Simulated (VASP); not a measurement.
# Ru (P6_3/mmc) in VASP: settings compared, part 2 of 2

VASP 6.6.1. Earlier steps stand in the parts before.

**4. Single point, r2SCAN+D4**

This run uses another cell than the first one, of 13.42 Å³/atom.

Contents of POSCAR:

```
Ru
1.0
    2.6971558515      0.0000000000      0.0000000000
   -1.3485779257      2.3358054853      0.0000000000
    0.0000000000      0.0000000000      4.2612864738
Ru
2
Direct
    0.6666666667      0.3333333333      0.7500000000
    0.3333333333      0.6666666667      0.2500000000
```

Contents of INCAR.step1:

```
SYSTEM = Ru
ALGO = Normal
EDIFF = 1E-4
ENCUT = 520
GGA = PE
ISMEAR = -1
LASPH = .TRUE.
LCHARG = .FALSE.
LREAL = .FALSE.
LWAVE = .TRUE.
NBANDS = 21
NELM = 80
PREC = Accurate
SIGMA = 0.05
```

Contents of INCAR.step2:

```
SYSTEM = Ru
ALGO = Normal
EDIFF = 1E-7
ENCUT = 520
ISIF = 2
ISMEAR = -1
ISTART = 1
IVDW = 13
LASPH = .TRUE.
LCHARG = .FALSE.
LMIXTAU = .TRUE.
LREAL = .FALSE.
LWAVE = .FALSE.
METAGGA = R2SCAN
NBANDS = 21
NELM = 80
PREC = Accurate
SIGMA = 0.05
VDW_A1 = 0.51559235
VDW_A2 = 5.77342911
VDW_S6 = 1.0
VDW_S8 = 0.6018749
```

Contents of KPOINTS:

```
k-points
0
G
  11 11 6
  0 0 0
```

Potentials or basis: VASP PAW PBE potentials, release 64 (Ru_pv).

Run with:

```sh
$ cat potpaw_PBE.64/Ru_pv/POTCAR > POTCAR
$ cp INCAR.step1 INCAR
$ mpirun -np 1 vasp_std > vasp.out
$ cp INCAR.step2 INCAR
$ mpirun -np 1 vasp_std > vasp.out
```

OUTCAR:

```text
SYSTEM = Ru
   EDIFF = 1E-7
   ENCUT = 520
   ISIF = 2
   ISMEAR = -1
   ISTART = 1
   IVDW = 13
   LASPH = .TRUE.
   LREAL = .FALSE.
   METAGGA = R2SCAN
   NELM = 80
   PREC = Accurate

 ion  position               nearest neighbor table
   1  0.667  0.333  0.750-   2 2.64   2 2.64   2 2.64   2 2.64   2 2.64   2 2.64
   2  0.333  0.667  0.250-   1 2.64   1 2.64   1 2.64   1 2.64   1 2.64   1 2.64

  LATTYP: Found a hexagonal cell.
 ALAT       =     2.6971558515
 C/A-ratio  =     1.5799185173

  Lattice vectors:

 A1 = (   2.6971558515,   0.0000000000,   0.0000000000)
 A2 = (  -1.3485779257,   2.3358054853,   0.0000000000)
 A3 = (   0.0000000000,   0.0000000000,   4.2612864738)

Analysis of symmetry for initial positions (statically):
=====================================================================
 Subroutine PRICEL returns:
 Original cell was already a primitive cell.

 Routine SETGRP: Setting up the symmetry group for a
 hexagonal supercell.

 Subroutine GETGRP returns: Found 24 space group operations
 (whereof 12 operations were pure point group operations)
 out of a pool of 24 trial point group operations.

The static configuration has the point symmetry D_3d.
 The point group associated with its full space group is D_6h.

Analysis of symmetry for dynamics (positions and initial velocities):
=====================================================================
 Subroutine PRICEL returns:
 Original cell was already a primitive cell.

 Routine SETGRP: Setting up the symmetry group for a
 hexagonal supercell.

 Subroutine GETGRP returns: Found 24 space group operations
 (whereof 12 operations were pure point group operations)
 out of a pool of 24 trial point group operations.

The dynamic configuration has the point symmetry D_3d.
 The point group associated with its full space group is D_6h.

 Subroutine INISYM returns: Found 24 space group operations
 (whereof 12 operations are pure point group operations),
 and found     1 'primitive' translations

----------------------------------------------------------------------------------------

                                     Primitive cell

  volume of cell :      26.8462

  direct lattice vectors                    reciprocal lattice vectors
     2.697155851  0.000000000  0.000000000     0.370760926  0.214058920  0.000000000
    -1.348577926  2.335805485  0.000000000     0.000000000  0.428117840  0.000000000
     0.000000000  0.000000000  4.261286474     0.000000000  0.000000000  0.234670916

  length of vectors
     2.697155851  2.697155851  4.261286474     0.428117840  0.428117840  0.234670916

  position of ions in fractional coordinates (direct lattice)
     0.666666667  0.333333333  0.750000000
     0.333333333  0.666666667  0.250000000

  ion indices of the primitive-cell ions
   primitive index   ion index
                 1           1
                 2           2

----------------------------------------------------------------------------------------

 KPOINTS: k-points

Automatic generation of k-mesh.
 Grid dimensions read from file:
 generate k-points for:   11   11    6

 Generating k-lattice:

  Cartesian coordinates                     Fractional coordinates (reciprocal lattice)
     0.033705539  0.019459902  0.000000000     0.090909091 -0.000000000  0.000000000
     0.000000000  0.038919804  0.000000000     0.000000000  0.090909091  0.000000000
     0.000000000  0.000000000  0.039111819     0.000000000  0.000000000  0.166666667

  Length of vectors
     0.038919804  0.038919804  0.039111819

  Shift w.r.t. Gamma in fractional coordinates (k-lattice)
     0.000000000  0.000000000  0.000000000

 Subroutine IBZKPT returns following result:
 ===========================================

 Found     64 irreducible k-points:

 Following reciprocal coordinates:
            Coordinates               Weight
  0.000000  0.000000  0.000000      1.000000
  0.090909 -0.000000  0.000000      6.000000
  0.181818  0.000000  0.000000      6.000000
  0.272727  0.000000  0.000000      6.000000
  0.363636 -0.000000  0.000000      6.000000
  0.454545  0.000000  0.000000      6.000000
[... 16 lines left out ...]
  0.090909  0.090909  0.166667     12.000000
  0.181818  0.090909  0.166667     24.000000
 [... further k-points ...]
   k-points           NKPTS =     64   k-points in BZ     NKDIM =     64   number of bands    NBANDS=     21
   number of dos      NEDOS =    301   number of ions     NIONS =      2
   total plane-waves  NPLWV =  12800
   dimension x,y,z NGX =    20 NGY =   20 NGZ =   32
   dimension x,y,z NGXF=    40 NGYF=   40 NGZF=   64
   ions per type =               2
   NGX,Y,Z   is equivalent  to a cutoff of  12.33, 12.33, 12.48 a.u.
   NGXF,Y,Z  is equivalent  to a cutoff of  24.65, 24.65, 24.97 a.u.
 SYSTEM =  Ru
   PREC   = accura    normal or accurate (medium, high low for compatibility)
   ISTART =      1    job   : 0-new  1-cont  2-samecut
   ICHARG =      0    charge: 1-file 2-atom 10-const
   ISPIN  =      1    spin polarized calculation?
   LNONCOLLINEAR =      F non collinear calculations
   LSORBIT =      F    spin-orbit coupling
   LASPH  =      T    aspherical Exc in radial PAW
   ENCUT  =  520.0 eV  38.22 Ry    6.18 a.u.   5.01  5.01  7.92*2*pi/ulx,y,z
   NELM   =     80;   NELMIN=  2; NELMDL=  0     # of ELM steps
   EDIFF  = 0.1E-06   stopping-criterion for ELM
   LREAL  =      F    real-space projection
   EDIFFG = 0.1E-05   stopping-criterion for IOM
   NSW    =      0    number of steps for IOM
   IBRION =     -1    ionic relax: 0-MD 1-quasi-New 2-CG
   NFREE  =      0    steps in history (QN), initial steepest desc. (CG)
   ISIF   =      2    stress and relaxation
   ISYM   =      2    0-nonsym 1-usesym 2-fastsym
   POTIM  = 0.5000    time-step for ionic-motion
   TEBEG  =    0.0;   TEEND  =   0.0 temperature during run
   PSTRESS=    0.0 pullay stress
   NELECT =      28.0000    total number of electrons
   NUPDOWN=      -1.0000    fix difference up-down
   EMIN   =  10.00;   EMAX   =-10.00  energy-range for DOS
   EFERMI =   0.00;   METHOD = LEGACY
   ISMEAR =    -1;   SIGMA  =   0.05  broadening in eV -4-tet -1-fermi 0-gaus
   EFERMI_NEDOS =   21; number of points for ismear=-14 and -15
   IALGO  =     38    algorithm
   IMIX   =      4    mixing-type and parameters
     AMIX     =   0.40;   BMIX     =  1.00
     AMIX_MAG =   1.60;   BMIX_MAG =  1.00
  volume/ion in A,a.u.               =      13.42        90.58
  Fermi-wavevector in a.u.,A,eV,Ry     =   1.660223  3.137366 37.502276  2.756340
  Thomas-Fermi vector in A             =   2.747496
   LORBIT       =      0    0 simple, 1 ext, 2 COOP (PROOUT), +10 PAW based schemes
   METAGGA = R2SCAN    functional components
   LHFCALC =     F    Hartree Fock is set to
   AEXX    =    0.0000 exact exchange contribution
   IVDW    =    13    specifies the selected vdW correction
   LEPSILON=     F    determine dielectric tensor
   LRPA    =     F    only Hartree local field effects (RPA)
 non-spin polarized calculation
  energy-cutoff  :      520.00
  volume of cell :       26.85
 maximum number of plane-waves:       741
 NGX is ok and might be reduce to    20
   NGX =  9   NGY =  9   NGZ = 15

 number of electron      28.0000001 magnetization

 Free energy of the ion-electron system (eV)
  ---------------------------------------------------
  ext. energy  EPLUGINS =         0.00000000
  ---------------------------------------------------
  free energy    TOTEN  =       -50.84976158 eV

  energy without entropy =      -50.83400002  energy(sigma->0) =      -50.84188080

 E-fermi :  12.8673     XC(G=0): -15.4888

 val. band max:       12.8421315877   @ k =   0.2727   0.0000   0.0000
 cond. band min:      12.8821538529   @ k =   0.3636   0.0909   0.3333
 fundamental gap:      0.0400222652
 Fermi energy:        12.8673483075

 k-point     1 :       0.0000    0.0000    0.0000
  band No.  band energies     occupation
      1     -32.1968      2.00000
      2     -31.1529      2.00000
      3     -31.1529      2.00000
      4     -30.9619      2.00000
      5     -30.9619      2.00000
      6     -30.9128      2.00000
[... 13 lines left out ...]
     20      21.3480      0.00000
     21      23.9381      0.00000
[... 529 lines left out ...]
 k-point    24 :       0.1818    0.0909    0.1667
  band No.  band energies     occupation
      1     -31.9642      2.00000
      2     -31.4828      2.00000
      3     -31.4284      2.00000
      4     -31.2552      2.00000
      5     -31.0640      2.00000
      6     -31.0249      2.00000
[... 13 lines left out ...]
     20      21.3479      0.00000
     21      25.3793      0.00000

 [... further k-points ...]

------------------------ aborting loop because EDIFF is reached ----------------------------------------

  DFT-D4 for vdW energy calculation

  Edisp (eV):   -0.35389

  FORCE on cell =-STRESS in cart. coord.  units (eV):
  Direction    XX          YY          ZZ          XY          YZ          ZX
  --------------------------------------------------------------------------------------
  -------------------------------------------------------------------------------------
  Total       0.25563     0.25563     0.28299     0.00000     0.00000    -0.00000
  in kB      15.25599    15.25599    16.88899     0.00000     0.00000    -0.00000
  external pressure =       15.80 kB  Pullay stress =        0.00 kB

 VOLUME and BASIS-vectors are now :
 -----------------------------------------------------------------------------
  energy-cutoff  :      520.00
  volume of cell :       26.85
      direct lattice vectors                 reciprocal lattice vectors
     2.697155851  0.000000000  0.000000000     0.370760926  0.214058920  0.000000000
    -1.348577926  2.335805485  0.000000000     0.000000000  0.428117840  0.000000000
     0.000000000  0.000000000  4.261286474     0.000000000  0.000000000  0.234670916

 POSITION                                       TOTAL-FORCE (eV/Angst)
 -----------------------------------------------------------------------------------
      1.34858      0.77860      3.19596        -0.000000      0.000000      0.000000
     -0.00000      1.55720      1.06532         0.000000     -0.000000      0.000000
 -----------------------------------------------------------------------------------
    total drift:                               -0.000000      0.000000     -0.000000

  FREE ENERGIE OF THE ION-ELECTRON SYSTEM (eV)
  ---------------------------------------------------
  free  energy   TOTEN  =       -51.2036562170 eV

  energy  without entropy=      -51.1878946542  energy(sigma->0) =      -51.19577544
```

It took 69 s on 1 thread of Intel Xeon 6975P-C (Granite Rapids), shared host; peak memory 0.16 GiB.

What came out:

```
Free energy                : -51.2037 eV
Pressure                   : 1.6 GPa
Band gap on the k mesh     : zero (bands 14 and 15 overlap by 3.27 eV)
Dispersion energy per atom : -0.177 eV
```

Levels at points of the mesh, in eV from the Fermi level:
| k point | band 11 | band 12 | band 13 | band 14 | band 15 | band 16 | band 17 | band 18 |
| --- | --- | --- | --- | --- | --- | --- | --- | --- |
| (0.00, 0.00, 0.00) | -2.47 | -1.96 | -1.96 | -1.43 | -1.43 | 1.32 | 1.32 | 1.46 |
| (0.00, 0.00, 0.50) | -2.86 | -2.86 | -2.78 | -2.78 | 0.64 | 0.64 | 0.64 | 0.64 |

Caveat: an empty level that is flat over the whole mesh can mark a ghost state of the potentials, or a narrow d or f band; the PAW data sets were made with another functional, which shifts forces and pressure a little.

**5. Single point, r2SCAN+rVV10**

This run uses another cell than the first one, of 13.39 Å³/atom.

Contents of POSCAR:

```
Ru
1.0
    2.6947838688      0.0000000000      0.0000000000
   -1.3473919344      2.3337512881      0.0000000000
    0.0000000000      0.0000000000      4.2582128413
Ru
2
Direct
    0.6666666667      0.3333333333      0.7500000000
    0.3333333333      0.6666666667      0.2500000000
```

Contents of INCAR.step1:

```
SYSTEM = Ru
PREC = Accurate
ENCUT = 520
ISMEAR = -1
SIGMA = 0.05
LREAL = .FALSE.
LASPH = .TRUE.
NELM = 100
NBANDS = 21
GGA = PE
ALGO = Normal
EDIFF = 1E-4
LWAVE = .TRUE.
LCHARG = .FALSE.
```

Contents of INCAR.step2:

```
SYSTEM = Ru
PREC = Accurate
ENCUT = 520
EDIFF = 1E-6
ISMEAR = -1
SIGMA = 0.05
LREAL = .FALSE.
LASPH = .TRUE.
NELM = 100
ALGO = Normal
ISIF = 2
LWAVE = .FALSE.
LCHARG = .FALSE.
METAGGA = R2SCAN
LMIXTAU = .TRUE.
LUSE_VDW = .TRUE.
IVDW_NL = 2
BPARAM = 11.95
CPARAM = 0.0093
NBANDS = 21
ISTART = 1
```

Contents of KPOINTS:

```
regular mesh
0
G
  11 11 6
  0 0 0
```

Run with:

```sh
$ cat potpaw_PBE.64/Ru_pv/POTCAR > POTCAR
$ cp INCAR.step1 INCAR
$ mpirun -np 1 vasp_std > vasp.out
$ cp INCAR.step2 INCAR
$ mpirun -np 1 vasp_std > vasp.out
```

It took 63 s on 1 thread of Intel Xeon 6975P-C (Granite Rapids), shared host; peak memory 0.22 GiB.

It converged, with:

```yaml
Free_energy: -50.3760 eV
Pressure: 2.1 GPa
Band_gap_on_the_k_mesh: zero (bands 14 and 15 overlap by 3.28 eV)
```

Stress tensor (GPa, compression positive):
```
2.03 0.00 0.00
0.00 2.03 0.00
0.00 0.00 2.21
```

Levels at points of the mesh, in eV from the Fermi level:
```csv
k point,band 11,band 12,band 13,band 14,band 15,band 16,band 17,band 18
"(0.00, 0.00, 0.00)",-2.49,-1.97,-1.97,-1.43,-1.43,1.33,1.33,1.43
"(0.00, 0.00, 0.50)",-2.88,-2.88,-2.80,-2.80,0.65,0.65,0.65,0.65
```

Caveat: an empty level that is flat over the whole mesh can mark a ghost state of the potentials, or a narrow d or f band; the PAW data sets were made with another functional, which shifts forces and pressure a little.

**6. Overview**

| level | cell | gap on the mesh (eV) | pressure (GPa) |
| --- | --- | --- | --- |
| r2SCAN+D3(BJ) | a = 2.692, b = 2.692, c = 4.255 Å, angles 90.0, 90.0, 120.0°, 2 atoms | none | 1.6 |
| r2SCAN+D3(BJ) | a = 2.697, b = 2.697, c = 4.261 Å, angles 90.0, 90.0, 120.0°, 2 atoms | none | -0.2 |
| r2SCAN+D4 | a = 2.697, b = 2.697, c = 4.261 Å, angles 90.0, 90.0, 120.0°, 2 atoms | none | 1.6 |
| r2SCAN+rVV10 | a = 2.695, b = 2.695, c = 4.258 Å, angles 90.0, 90.0, 120.0°, 2 atoms | none | 2.1 |

Alike in all rows: task single point; potentials or basis VASP PAW PBE potentials, release 64 (Ru_pv); no spin polarisation; k mesh 11 × 11 × 6; cutoff (eV) 520; smearing fermi-dirac 0.05 eV.

Caveats: an empty level that is flat over the whole mesh can mark a ghost state of the potentials, or a narrow d or f band; the PAW data sets were made with another functional, which shifts forces and pressure a little; three body term missing (at least some runs).

Absolute energies hang on the potentials; compare differences alone.
